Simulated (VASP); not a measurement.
**SnSe3: single point with PBE**

The system is SnSe3.

```
Sn Se
1.0
     6.14159    0.00000    0.00000
    -3.07079    5.31877    0.00000
     0.00000    0.00000    5.82615
Sn Se
2 6
Direct
  0.33333 0.66667 0.25000
  0.66667 0.33333 0.75000
  0.82322 0.64643 0.25000
  0.17678 0.82322 0.75000
  0.35357 0.17678 0.25000
  0.17678 0.35357 0.75000
  0.82322 0.17678 0.25000
  0.64643 0.82322 0.75000
```

```yaml
Program: VASP 6.6.1
Task: single point
Functional: PBE
Potentials_or_basis: VASP PAW PBE potentials, release 64 (Sn_d, Se)
Cutoff: 520 eV
k_mesh: 6 × 6 × 8
Occupations: gaussian, width 0.1 eV
Spin: no spin polarisation
Dipole_correction: no
Further_INCAR_settings: ALGO = Normal; EDIFF = 1e-06; NBANDS = 42
```

- Pressure: 0.0 GPa
- Band gap on the k mesh: zero (band 32 reaches 6.39 eV, above the bottom of band 33 at 4.41 eV)

Forces in eV/Å, atoms in the order of the input:
```
Sn   0.000  0.000  0.000
Sn   0.000  0.000  0.000
Se   0.000  0.002  0.000
Se  -0.002  0.001  0.000
Se  -0.002 -0.001  0.000
Se   0.000 -0.002  0.000
Se   0.002 -0.001  0.000
Se   0.002  0.001  0.000
```

Levels at points of the mesh, in eV from the Fermi level:
```tsv
k point	band 30	band 31	band 32	band 33	band 34	band 35
(0.00, 0.00, 0.00)	-0.72	-0.02	1.18	1.18	1.18	1.88
(0.50, 0.00, 0.00)	-1.43	-0.47	-0.01	0.15	0.56	1.37
(0.00, 0.00, 0.50)	-0.50	0.52	0.52	1.58	1.58	1.58
(0.50, 0.00, 0.50)	-1.31	-0.47	-0.47	0.01	0.01	1.49
```

Wall time 4.6 min on 1 thread of Intel Xeon 6975P-C, with other jobs on the host, peak memory 0.45 GiB.

Caveat: spin-orbit coupling is left out, which moves the levels of the heavy elements.
